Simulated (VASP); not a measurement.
# RbBr (Fm-3m) in VASP: a series of runs

RbBr is run at these levels: PBE; tasks: single point, relaxation of cell and atoms.

All numbers are computed with VASP 6.6.1; they aren't measurements. Logs are shortened: lines on timing, memory, paths and dates and some standing lists are left out, and cuts for length are marked.

## Step 1: The cell of the first run

Symmetry: Fm-3m, No. 225, cubic system. The conventional cell has a = 7.013 Å, b = 7.013 Å, c = 7.013 Å, α = 90.00°, β = 90.00°, γ = 90.00°. Rb (site symmetry m-3m) has 6 Br at 3.51 Å within 4.6 Å. Br (site symmetry m-3m) has 6 Rb at 3.51 Å within 4.6 Å.

## Step 2: Single point, PBE

The input, INCAR:

```
PREC = Accurate ; ENCUT = 520
EDIFF = 1E-6 ; ISMEAR = 0
SIGMA = 0.02 ; LREAL = False
LASPH = True ; NELM = 100
ALGO = Normal ; ISIF = 2
LWAVE = False ; LCHARG = False
GGA = PE ; NBANDS = 15
```

The input, KPOINTS:

```
regular mesh
0
Gamma
  6 6 6
```

The input, POSCAR:

```
RbBr
1.0
    0.0000000000      3.5064334184      3.5064334184
    3.5064334184      0.0000000000      3.5064334184
    3.5064334184      3.5064334184      0.0000000000
Rb Br
1 1
Direct
    0.0000000000      0.0000000000      0.0000000000
    0.5000000000      0.5000000000      0.5000000000
```

Potentials or basis: VASP PAW PBE potentials, release 64 (Rb_sv, Br).

Run with:

```sh
$ cat potpaw_PBE.64/Rb_sv/POTCAR potpaw_PBE.64/Br/POTCAR > POTCAR
$ mpirun -np 1 vasp_std > vasp.out
```

OUTCAR:

```text
PREC = Accurate
   ENCUT = 520
   EDIFF = 1E-6
   ISMEAR = 0
   LREAL = False
   LASPH = True
   NELM = 100
   ISIF = 2
   GGA = PE

 ion  position               nearest neighbor table
   1  0.000  0.000  0.000-   2 3.51   2 3.51   2 3.51   2 3.51   2 3.51   2 3.51
   2  0.500  0.500  0.500-   1 3.51   1 3.51   1 3.51   1 3.51   1 3.51   1 3.51

  LATTYP: Found a face centered cubic cell.
 ALAT       =     7.0128668368

  Lattice vectors:

 A1 = (   0.0000000000,   3.5064334184,   3.5064334184)
 A2 = (   3.5064334184,   0.0000000000,   3.5064334184)
 A3 = (   3.5064334184,   3.5064334184,   0.0000000000)

Analysis of symmetry for initial positions (statically):
=====================================================================
 Subroutine PRICEL returns:
 Original cell was already a primitive cell.

 Routine SETGRP: Setting up the symmetry group for a
 face centered cubic supercell.

 Subroutine GETGRP returns: Found 48 space group operations
 (whereof 48 operations were pure point group operations)
 out of a pool of 48 trial point group operations.

The static configuration has the point symmetry O_h .

Analysis of symmetry for dynamics (positions and initial velocities):
=====================================================================
 Subroutine PRICEL returns:
 Original cell was already a primitive cell.

 Routine SETGRP: Setting up the symmetry group for a
 face centered cubic supercell.

 Subroutine GETGRP returns: Found 48 space group operations
 (whereof 48 operations were pure point group operations)
 out of a pool of 48 trial point group operations.

The dynamic configuration has the point symmetry O_h .

 Subroutine INISYM returns: Found 48 space group operations
 (whereof 48 operations are pure point group operations),
 and found     1 'primitive' translations

----------------------------------------------------------------------------------------

                                     Primitive cell

  volume of cell :      86.2237

  direct lattice vectors                    reciprocal lattice vectors
     0.000000000  3.506433418  3.506433418    -0.142595036  0.142595036  0.142595036
     3.506433418  0.000000000  3.506433418     0.142595036 -0.142595036  0.142595036
     3.506433418  3.506433418  0.000000000     0.142595036  0.142595036 -0.142595036

  length of vectors
     4.958845696  4.958845696  4.958845696     0.246981847  0.246981847  0.246981847

  position of ions in fractional coordinates (direct lattice)
     0.000000000  0.000000000  0.000000000
     0.500000000  0.500000000  0.500000000

  ion indices of the primitive-cell ions
   primitive index   ion index
                 1           1
                 2           2

----------------------------------------------------------------------------------------

 KPOINTS: regular mesh

Automatic generation of k-mesh.
 Grid dimensions read from file:
 generate k-points for:    6    6    6

 Generating k-lattice:

  Cartesian coordinates                     Fractional coordinates (reciprocal lattice)
    -0.023765839  0.023765839  0.023765839     0.166666667  0.000000000  0.000000000
     0.023765839 -0.023765839  0.023765839     0.000000000  0.166666667  0.000000000
     0.023765839  0.023765839 -0.023765839     0.000000000  0.000000000  0.166666667

  Length of vectors
     0.041163641  0.041163641  0.041163641

  Shift w.r.t. Gamma in fractional coordinates (k-lattice)
     0.000000000  0.000000000  0.000000000

 Subroutine IBZKPT returns following result:
 ===========================================

 Found     16 irreducible k-points:

 Following reciprocal coordinates:
            Coordinates               Weight
  0.000000  0.000000  0.000000      1.000000
  0.166667  0.000000  0.000000      8.000000
  0.333333  0.000000  0.000000      8.000000
  0.500000  0.000000  0.000000      4.000000
  0.166667  0.166667  0.000000      6.000000
  0.333333  0.166667  0.000000     24.000000
[... 8 lines left out ...]
 -0.333333  0.333333  0.166667     24.000000
 -0.333333  0.500000  0.166667     12.000000
   k-points           NKPTS =     16   k-points in BZ     NKDIM =     16   number of bands    NBANDS=     15
   number of dos      NEDOS =    301   number of ions     NIONS =      2
   total plane-waves  NPLWV =  64000
   dimension x,y,z NGX =    40 NGY =   40 NGZ =   40
   dimension x,y,z NGXF=    80 NGYF=   80 NGZF=   80
   ions per type =               1   1
   NGX,Y,Z   is equivalent  to a cutoff of  13.41, 13.41, 13.41 a.u.
   NGXF,Y,Z  is equivalent  to a cutoff of  26.82, 26.82, 26.82 a.u.
 SYSTEM =  unknown system
   PREC   = accura    normal or accurate (medium, high low for compatibility)
   ISTART =      0    job   : 0-new  1-cont  2-samecut
   ICHARG =      2    charge: 1-file 2-atom 10-const
   ISPIN  =      1    spin polarized calculation?
   LNONCOLLINEAR =      F non collinear calculations
   LSORBIT =      F    spin-orbit coupling
   LASPH  =      T    aspherical Exc in radial PAW
   ENCUT  =  520.0 eV  38.22 Ry    6.18 a.u.   9.22  9.22  9.22*2*pi/ulx,y,z
   NELM   =    100;   NELMIN=  2; NELMDL= -5     # of ELM steps
   EDIFF  = 0.1E-05   stopping-criterion for ELM
   LREAL  =      F    real-space projection
   EDIFFG = 0.1E-04   stopping-criterion for IOM
   NSW    =      0    number of steps for IOM
   IBRION =     -1    ionic relax: 0-MD 1-quasi-New 2-CG
   NFREE  =      0    steps in history (QN), initial steepest desc. (CG)
   ISIF   =      2    stress and relaxation
   ISYM   =      2    0-nonsym 1-usesym 2-fastsym
   POTIM  = 0.5000    time-step for ionic-motion
   TEBEG  =    0.0;   TEEND  =   0.0 temperature during run
   PSTRESS=    0.0 pullay stress
   NELECT =      16.0000    total number of electrons
   NUPDOWN=      -1.0000    fix difference up-down
   EMIN   =  10.00;   EMAX   =-10.00  energy-range for DOS
   EFERMI =   0.00;   METHOD = LEGACY
   ISMEAR =     0;   SIGMA  =   0.02  broadening in eV -4-tet -1-fermi 0-gaus
   EFERMI_NEDOS =   21; number of points for ismear=-14 and -15
   IALGO  =     38    algorithm
   IMIX   =      4    mixing-type and parameters
     AMIX     =   0.40;   BMIX     =  1.00
     AMIX_MAG =   1.60;   BMIX_MAG =  1.00
  volume/ion in A,a.u.               =      43.11       290.93
  Fermi-wavevector in a.u.,A,eV,Ry     =   0.933769  1.764567 11.863242  0.871924
  Thomas-Fermi vector in A             =   2.060504
   LORBIT       =      0    0 simple, 1 ext, 2 COOP (PROOUT), +10 PAW based schemes
   GGA     = PE    functional components
   LHFCALC =     F    Hartree Fock is set to
   AEXX    =    0.0000 exact exchange contribution
   IVDW    =     0    specifies the selected vdW correction
   LEPSILON=     F    determine dielectric tensor
   LRPA    =     F    only Hartree local field effects (RPA)
 non-spin polarized calculation
 Gauss-broadening in eV      SIGMA  =   0.02
  energy-cutoff  :      520.00
  volume of cell :       86.22
 maximum number of plane-waves:      2346
 NGX is ok and might be reduce to    40
   NGX = 19   NGY = 19   NGZ = 19

 number of electron      15.9999999 magnetization

 Free energy of the ion-electron system (eV)
  ---------------------------------------------------
  ext. energy  EPLUGINS =         0.00000000
  ---------------------------------------------------
  free energy    TOTEN  =        -6.11551707 eV

  energy without entropy =       -6.11551707  energy(sigma->0) =       -6.11551707

 E-fermi :  -1.8279     XC(G=0):  -6.9656

 val. band max:       -1.9988564897   @ k =   0.0000   0.0000   0.0000
 cond. band min:       2.1946474764   @ k =   0.0000   0.0000   0.0000
 fundamental gap:      4.1935039661
 Fermi energy:        -1.8279378868

 k-point     1 :       0.0000    0.0000    0.0000
  band No.  band energies     occupation
      1     -26.5631      2.00000
      2     -14.1155      2.00000
      3     -10.6341      2.00000
      4     -10.6341      2.00000
      5     -10.6341      2.00000
      6      -1.9989      2.00000
      7      -1.9989      2.00000
      8      -1.9989      2.00000
      9       2.1946      0.00000
     10       5.2537      0.00000
     11       5.2537      0.00000
     12       5.2537      0.00000
     13       6.0956      0.00000
     14       6.0956      0.00000
     15       8.8255      0.00000

 k-point     2 :       0.1667    0.0000    0.0000
  band No.  band energies     occupation
      1     -26.5615      2.00000
      2     -14.1227      2.00000
      3     -10.6359      2.00000
      4     -10.6359      2.00000
      5     -10.6264      2.00000
      6      -2.2669      2.00000
      7      -2.0779      2.00000
      8      -2.0779      2.00000
      9       2.7895      0.00000
     10       5.1114      0.00000
     11       5.5602      0.00000
     12       5.5602      0.00000
     13       6.4586      0.00000
     14       6.4586      0.00000
     15       9.7583      0.00000

 k-point     3 :       0.3333    0.0000    0.0000
  band No.  band energies     occupation
      1     -26.5582      2.00000
      2     -14.1370      2.00000
      3     -10.6394      2.00000
      4     -10.6394      2.00000
      5     -10.6111      2.00000
      6      -2.6954      2.00000
      7      -2.2269      2.00000
      8      -2.2269      2.00000
      9       4.0074      0.00000
     10       5.1777      0.00000
     11       6.4105      0.00000
     12       6.4105      0.00000
     13       7.3692      0.00000
     14       7.3692      0.00000
     15       9.1771      0.00000
[... 199 lines left out ...]
 k-point    15 :      -0.3333    0.3333    0.1667
  band No.  band energies     occupation
      1     -26.5552      2.00000
      2     -14.1046      2.00000
      3     -10.7085      2.00000
      4     -10.7027      2.00000
      5     -10.6232      2.00000
      6      -2.5731      2.00000
      7      -2.3214      2.00000
      8      -2.2897      2.00000
      9       4.9222      0.00000
     10       5.1358      0.00000
     11       6.2531      0.00000
     12       6.5397      0.00000
     13       7.9585      0.00000
     14       8.5962      0.00000
     15       8.6090      0.00000

 k-point    16 :      -0.3333    0.5000    0.1667
  band No.  band energies     occupation
      1     -26.5547      2.00000
      2     -14.0860      2.00000
      3     -10.7513      2.00000
      4     -10.7097      2.00000
      5     -10.6394      2.00000
      6      -2.3958      2.00000
      7      -2.3612      2.00000
      8      -2.2488      2.00000
      9       4.3071      0.00000
     10       5.5763      0.00000
     11       5.8137      0.00000
     12       6.6679      0.00000
     13       7.7566      0.00000
     14       8.5860      0.00000
     15       8.9775      0.00000

------------------------ aborting loop because EDIFF is reached ----------------------------------------

  FORCE on cell =-STRESS in cart. coord.  units (eV):
  Direction    XX          YY          ZZ          XY          YZ          ZX
  --------------------------------------------------------------------------------------
  -------------------------------------------------------------------------------------
  Total        0.0221667      0.0221667      0.0221667      0.0000000     -0.0000000      0.0000000
  in kB        0.4118933      0.4118933      0.4118933      0.0000000     -0.0000000      0.0000000
  external PRESSURE =       0.4118933 kB  Pullay stress =       0.0000000 kB

 VOLUME and BASIS-vectors are now :
 -----------------------------------------------------------------------------
  energy-cutoff  :      520.00
  volume of cell :       86.22
      direct lattice vectors                 reciprocal lattice vectors
     0.000000000  3.506433418  3.506433418    -0.142595036  0.142595036  0.142595036
     3.506433418  0.000000000  3.506433418     0.142595036 -0.142595036  0.142595036
     3.506433418  3.506433418  0.000000000     0.142595036  0.142595036 -0.142595036

 POSITION                                       TOTAL-FORCE (eV/Angst)
 -----------------------------------------------------------------------------------
      0.00000      0.00000      0.00000        -0.000000      0.000000      0.000000
      3.50643      3.50643      3.50643         0.000000      0.000000      0.000000
 -----------------------------------------------------------------------------------
    total drift:                                0.000000     -0.000000     -0.000000

  FREE ENERGIE OF THE ION-ELECTRON SYSTEM (eV)
  ---------------------------------------------------
  free  energy   TOTEN  =        -6.1155170704 eV

  energy  without entropy=       -6.1155170704  energy(sigma->0) =       -6.11551707
```

Wall time 21 s (1 thread of Intel Xeon Platinum 8375C at 2.90GHz (Ice Lake), shared host); peak memory 0.24 GiB.

What came out:

* Free energy: -6.1155 eV
* Pressure: 0.0 GPa
* Band gap on the k mesh: 4.19 eV, direct

Levels at points of the mesh, in eV from the valence-band top:
```
           k point  band 6  band 7  band 8  band 9  band 10  band 11
(0.00, 0.00, 0.00)    0.00    0.00    0.00    4.19     7.25     7.25
(0.50, 0.00, 0.00)   -0.88   -0.30   -0.30    6.63     7.47     9.28
(0.50, 0.50, 0.00)   -0.45   -0.15   -0.15    5.67     6.87     8.85
```

A hybrid or GW would open this gap; PBE tends to underestimate it.

## Step 3: Relaxation of cell and atoms, PBE

This run uses another cell than the first one, of 41.28 Å³/atom, 0.957 times its volume.

The input, INCAR:

```
PREC = Accurate
ENCUT = 600
EDIFF = 1E-7
ISMEAR = 0
SIGMA = 0.02
LREAL = False
LASPH = True
NELM = 100
ALGO = Normal
ISIF = 3
LWAVE = False
LCHARG = False
GGA = PE
IBRION = 2
NSW = 100
EDIFFG = -0.005
```

The input, KPOINTS:

```
Automatic mesh
0
Gamma
  6 6 6
```

The input, POSCAR:

```
RbBr
1.0
    0.0000000000      3.4559503595      3.4559503595
    3.4559503595      0.0000000000      3.4559503595
    3.4559503595      3.4559503595      0.0000000000
Rb Br
1 1
Direct
    0.0000000000      0.0000000000      0.0000000000
    0.5000000000      0.5000000000      0.5000000000
```

Potentials or basis: VASP PAW PBE potentials, release 64 (Rb_sv, Br).

Run with:

```sh
$ cat potpaw_PBE.64/Rb_sv/POTCAR potpaw_PBE.64/Br/POTCAR > POTCAR
$ mpirun -np 1 vasp_std > vasp.out
```

Run time: 58 s. Hardware: 1 thread of Intel Xeon Platinum 8375C at 2.90GHz (Ice Lake), shared host; peak memory 0.25 GiB.

It converged, with:

- Free energy: -6.1154 eV
- Relaxed volume: 43.29 Å³/atom
- Relaxed cell: a = 4.966 Å, b = 4.966 Å, c = 4.966 Å, α = 60.00°, β = 60.00°, γ = 60.00°
- Space group after relaxing (to 0.05 Å): Fm-3m (No. 225)
- Energy gained by relaxing: 3.8 meV/atom
- Ionic steps: 4
- Pressure after relaxing: 0.0 GPa
- Band gap on the k mesh: 4.18 eV, direct

Step by step:
```tsv
step	energy change (eV)	largest force (eV/Å)	pressure (GPa)	volume (Å³)
1	0.0000	0.0000	0.63	82.55
2	-0.0057	0.0000	0.30	84.51
3	-0.0075	0.0000	-0.03	86.78
4	-0.0075	0.0000	0.00	86.58
```

Final structure:
```
Rb Br
1.0
     0.00000    3.51125    3.51125
     3.51125    0.00000    3.51125
     3.51125    3.51125    0.00000
Rb Br
1 1
Direct
  0.00000 0.00000 0.00000
  0.50000 0.50000 0.50000
```

Levels at points of the mesh, in eV from the valence-band top:
| k point | band 5 | band 6 | band 7 | band 8 | band 9 | band 10 | band 11 | band 12 |
| --- | --- | --- | --- | --- | --- | --- | --- | --- |
| (0.00, 0.00, 0.00) | -8.64 | 0.00 | 0.00 | 0.00 | 4.18 | 7.25 | 7.25 | 7.25 |
| (0.50, 0.00, 0.00) | -8.61 | -0.87 | -0.30 | -0.30 | 6.62 | 7.46 | 9.26 | 9.26 |
| (0.50, 0.50, 0.00) | -8.70 | -0.45 | -0.15 | -0.15 | 5.67 | 6.86 | 8.83 | 9.06 |

Expect the measured gap to be larger: semilocal functionals such as PBE lack the derivative discontinuity.
